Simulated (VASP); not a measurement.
# Te2Mo in VASP: single point with r2SCAN

Aim: the single point of Te2Mo with r2SCAN.

Everything below comes from runs of VASP 6.6.1. Logs are shortened: lines on timing, memory, paths and dates and some standing lists are left out, and cuts for length are marked.

### 1 The cell of the first run

The cell holds a slab with vacuum, 3 atoms: a = 3.560 Å, b = 3.560 Å, c = 17.524 Å, α = 90.00°, β = 90.00°, γ = 120.00°.

### 2 Single point, r2SCAN

The input, POSCAR:

```
Te2Mo
1.0
    3.5602328140      0.0000000000      0.0000000000
   -1.7801164070      3.0832520603      0.0000000000
    0.0000000000      0.0000000000     17.5240578200
Te Mo
2 1
Direct
    0.3226325013      0.6452650027      0.9011345450
    0.3226325013      0.6452650027      0.1054236450
    0.0000000000      0.0000000000      0.0000000000
```

The input, INCAR.step1:

```
SYSTEM = Te2Mo
PREC = Accurate
ENCUT = 520
ISMEAR = 0
SIGMA = 0.05
LREAL = .FALSE.
LASPH = .TRUE.
NELM = 80
NBANDS = 20
GGA = PE
ALGO = Normal
EDIFF = 1E-4
LWAVE = .TRUE.
LCHARG = .FALSE.
```

The input, INCAR.step2:

```
SYSTEM = Te2Mo
PREC = Accurate
ENCUT = 520
EDIFF = 1E-6
ISMEAR = 0
SIGMA = 0.05
LREAL = .FALSE.
LASPH = .TRUE.
NELM = 80
ALGO = Normal
ISIF = 2
LWAVE = .FALSE.
LCHARG = .FALSE.
METAGGA = R2SCAN
LMIXTAU = .TRUE.
NBANDS = 20
ISTART = 1
```

The input, KPOINTS:

```
regular mesh
0
G
  12 12 2
  0 0 0
```

Potentials or basis: VASP PAW PBE potentials, release 64 (Te, Mo_sv).

Run with:

```bash
cat potpaw_PBE.64/Te/POTCAR potpaw_PBE.64/Mo_sv/POTCAR > POTCAR
cp INCAR.step1 INCAR
mpirun -np 1 vasp_std > vasp.out
cp INCAR.step2 INCAR
mpirun -np 1 vasp_std > vasp.out
```

OUTCAR:

```text
SYSTEM = Te2Mo
   PREC = Accurate
   ENCUT = 520
   EDIFF = 1E-6
   ISMEAR = 0
   LREAL = .FALSE.
   LASPH = .TRUE.
   NELM = 80
   ISIF = 2
   METAGGA = R2SCAN
   ISTART = 1

 ion  position               nearest neighbor table
   1  0.323  0.645  0.901-   3 2.64   3 2.71   3 2.71   2 3.58
   2  0.323  0.645  0.105-   3 2.72   3 2.79   3 2.79   1 3.58
   3  0.000  0.000  0.000-   1 2.64   1 2.71   1 2.71   2 2.72   2 2.79   2 2.79

  LATTYP: Found a hexagonal cell.
 ALAT       =     3.5602328140
 C/A-ratio  =     4.9221662558

  Lattice vectors:

 A1 = (   3.5602328140,   0.0000000000,   0.0000000000)
 A2 = (  -1.7801164070,   3.0832520603,   0.0000000000)
 A3 = (   0.0000000000,   0.0000000000,  17.5240578200)

Analysis of symmetry for initial positions (statically):
=====================================================================
 Subroutine PRICEL returns:
 Original cell was already a primitive cell.

 Routine SETGRP: Setting up the symmetry group for a
 hexagonal supercell.

 Subroutine GETGRP returns: Found  2 space group operations
 (whereof  2 operations were pure point group operations)
 out of a pool of 24 trial point group operations.

The static configuration has the point symmetry C_1h.

Analysis of symmetry for dynamics (positions and initial velocities):
=====================================================================
 Subroutine PRICEL returns:
 Original cell was already a primitive cell.

 Routine SETGRP: Setting up the symmetry group for a
 hexagonal supercell.

 Subroutine GETGRP returns: Found  2 space group operations
 (whereof  2 operations were pure point group operations)
 out of a pool of 24 trial point group operations.

The dynamic configuration has the point symmetry C_1h.

 Subroutine INISYM returns: Found  2 space group operations
 (whereof  2 operations are pure point group operations),
 and found     1 'primitive' translations

----------------------------------------------------------------------------------------

                                     Primitive cell

  volume of cell :     192.3633

  direct lattice vectors                    reciprocal lattice vectors
[... 83 lines left out ...]
   ISPIN  =      1    spin polarized calculation?
   LNONCOLLINEAR =      F non collinear calculations
   LSORBIT =      F    spin-orbit coupling
   LASPH  =      T    aspherical Exc in radial PAW
   ENCUT  =  520.0 eV  38.22 Ry    6.18 a.u.   6.62  6.62 32.58*2*pi/ulx,y,z
   NELM   =     80;   NELMIN=  2; NELMDL=  0     # of ELM steps
   EDIFF  = 0.1E-05   stopping-criterion for ELM
   LREAL  =      F    real-space projection
   EDIFFG = 0.1E-04   stopping-criterion for IOM
   NSW    =      0    number of steps for IOM
   IBRION =     -1    ionic relax: 0-MD 1-quasi-New 2-CG
   NFREE  =      0    steps in history (QN), initial steepest desc. (CG)
   ISIF   =      2    stress and relaxation
   ISYM   =      2    0-nonsym 1-usesym 2-fastsym
   POTIM  = 0.5000    time-step for ionic-motion
   TEBEG  =    0.0;   TEEND  =   0.0 temperature during run
   PSTRESS=    0.0 pullay stress
   NELECT =      26.0000    total number of electrons
   NUPDOWN=      -1.0000    fix difference up-down
   EMIN   =  10.00;   EMAX   =-10.00  energy-range for DOS
   EFERMI =   0.00;   METHOD = LEGACY
   ISMEAR =     0;   SIGMA  =   0.05  broadening in eV -4-tet -1-fermi 0-gaus
   EFERMI_NEDOS =   21; number of points for ismear=-14 and -15
   IALGO  =     38    algorithm
   IMIX   =      4    mixing-type and parameters
     AMIX     =   0.40;   BMIX     =  1.00
     AMIX_MAG =   1.60;   BMIX_MAG =  1.00
  volume/ion in A,a.u.               =      64.12       432.71
  Fermi-wavevector in a.u.,A,eV,Ry     =   0.840153  1.587660  9.603777  0.705858
  Thomas-Fermi vector in A             =   1.954489
   LORBIT       =      0    0 simple, 1 ext, 2 COOP (PROOUT), +10 PAW based schemes
   METAGGA = R2SCAN    functional components
   LHFCALC =     F    Hartree Fock is set to
   AEXX    =    0.0000 exact exchange contribution
   IVDW    =     0    specifies the selected vdW correction
   LEPSILON=     F    determine dielectric tensor
   LRPA    =     F    only Hartree local field effects (RPA)
 non-spin polarized calculation
 Gauss-broadening in eV      SIGMA  =   0.05
  energy-cutoff  :      520.00
  volume of cell :      192.36
 maximum number of plane-waves:      5262
   NGX = 13   NGY = 13   NGZ = 65

 number of electron      26.0000001 magnetization

 Free energy of the ion-electron system (eV)
  ---------------------------------------------------
  ext. energy  EPLUGINS =         0.00000000
  ---------------------------------------------------
  free energy    TOTEN  =       -77.70289949 eV

  energy without entropy =      -77.70289949  energy(sigma->0) =      -77.70289949

 E-fermi :   0.3302     XC(G=0):  -4.7709

 val. band max:       -0.0262901233   @ k =   0.3333   0.3333   0.5000
 cond. band min:       1.1018010805   @ k =   0.3333   0.3333   0.0000
 fundamental gap:      1.1280912039
 Fermi energy:         0.3302207030

 k-point     1 :       0.0000    0.0000    0.0000
  band No.  band energies     occupation
      1     -62.6511      2.00000
      2     -36.0749      2.00000
      3     -35.9908      2.00000
      4     -35.9748      2.00000
      5     -13.1253      2.00000
      6     -12.0660      2.00000
[... 541 lines left out ...]
     19       6.7307      0.00000
     20       6.9519      0.00000

 [... further k-points ...]

------------------------ aborting loop because EDIFF is reached ----------------------------------------

  FORCE on cell =-STRESS in cart. coord.  units (eV):
  Direction    XX          YY          ZZ          XY          YZ          ZX
  --------------------------------------------------------------------------------------
  -------------------------------------------------------------------------------------
  Total       -0.2444718      0.6057037      0.2874951      0.0000000     -0.1634265      0.0000000
  in kB       -2.0361847      5.0448549      2.3945229      0.0000000     -1.3611659      0.0000000
  external PRESSURE =       1.8010644 kB  Pullay stress =       0.0000000 kB

 VOLUME and BASIS-vectors are now :
 -----------------------------------------------------------------------------
  energy-cutoff  :      520.00
  volume of cell :      192.36
      direct lattice vectors                 reciprocal lattice vectors
     3.560232814  0.000000000  0.000000000     0.280880508  0.162166437  0.000000000
    -1.780116407  3.083252060  0.000000000     0.000000000  0.324332873  0.000000000
     0.000000000  0.000000000 17.524057820     0.000000000  0.000000000  0.057064409

 POSITION                                       TOTAL-FORCE (eV/Angst)
 -----------------------------------------------------------------------------------
     -0.00000      1.98951     15.79153         0.000000      0.547088     -0.740712
     -0.00000      1.98951      1.84745        -0.000000      0.424629     -0.530566
      0.00000      0.00000      0.00000        -0.000000     -0.971717      1.271277
 -----------------------------------------------------------------------------------
    total drift:                               -0.000000     -0.000053     -0.000172

  FREE ENERGIE OF THE ION-ELECTRON SYSTEM (eV)
  ---------------------------------------------------
  free  energy   TOTEN  =       -77.7028994920 eV

  energy  without entropy=      -77.7028994920  energy(sigma->0) =      -77.70289949
```

Run time: 12 min. Hardware: 1 thread of Intel Xeon 6975P-C (Granite Rapids), shared host; peak memory 0.57 GiB.

What came out:

```yaml
Free_energy: -77.7029 eV
Largest_force: 1.600 eV/Å
Band_gap_on_the_k_mesh: 1.13 eV, direct
```

Forces in eV/Å, atoms in the order of the input:
```
Te   0.000  0.547 -0.741
Te   0.000  0.425 -0.531
Mo   0.000 -0.972  1.271
```

Caveat: the cell differs from its parent crystal (all Te atoms moved +0.087 Å, as atom 1 towards its neighbour atom 3 (Mo) at 2.726 Å); the PAW data sets were made with another functional, which shifts forces and pressure a little; spin-orbit coupling is left out, which moves the levels of the heavy elements.
